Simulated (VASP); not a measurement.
Pt: single point with PBEsol

System: Pt, a slab with vacuum.

```xyz
7
Lattice="2.7705 0.0000 0.0000 0.0000 2.7705 0.0000 0.0000 0.0000 26.7542" Properties=species:S:1:pos:R:3 pbc="T T T"
Pt    1.3853    1.3853    7.5527
Pt    0.0000    0.0000    9.4641
Pt    1.3853    1.3853   11.4150
Pt    0.0000    0.0000   13.3771
Pt    1.3853    1.3853   15.3393
Pt    0.0000    0.0000   17.2901
Pt    1.3853    1.3853   19.2015
```

```
Program                : VASP 6.6.1
Task                   : single point
Functional             : PBEsol
Potentials or basis    : VASP PAW PBE potentials, release 64 (Pt)
Cutoff                 : 520 eV
k mesh                 : 12 × 12 × 1
Occupations            : gaussian, width 0.1 eV
Spin                   : no spin polarisation
Dipole correction      : yes
Further INCAR settings : ALGO = Fast; EDIFF = 1e-06; NBANDS = 44
```

```yaml
Largest_force: 0.014 eV/Å
Band_gap_on_the_k_mesh: zero (bands 35 and 36 overlap by 1.49 eV)
```

Forces in eV/Å, atoms in the order of the input:
```
Pt   0.000  0.000  0.014
Pt   0.000  0.000  0.001
Pt   0.000  0.000  0.000
Pt   0.000  0.000  0.000
Pt   0.000  0.000  0.000
Pt   0.000  0.000 -0.001
Pt   0.000  0.000 -0.014
```

Levels at points of the mesh, in eV from the Fermi level:
```tsv
k point	band 31	band 32	band 33	band 34	band 35	band 36	band 37	band 38	band 39	band 40
(0.00, 0.00, 0.00)	-0.84	-0.84	-0.67	-0.67	-0.27	-0.04	-0.04	0.08	0.12	0.39
(0.50, 0.00, 0.00)	-0.41	-0.14	-0.13	-0.06	0.07	0.08	0.90	1.28	1.66	1.74
(0.50, 0.50, 0.00)	0.46	0.46	0.52	1.04	1.04	2.54	2.54	4.22	4.22	6.11
```

Wall time 16 min on 1 thread of Intel Xeon 8259CL (shared host), peak memory 0.44 GiB.

Caveat: the PAW data sets were made with another functional, which shifts forces and pressure a little; spin-orbit coupling is left out, which moves the levels of the heavy elements.
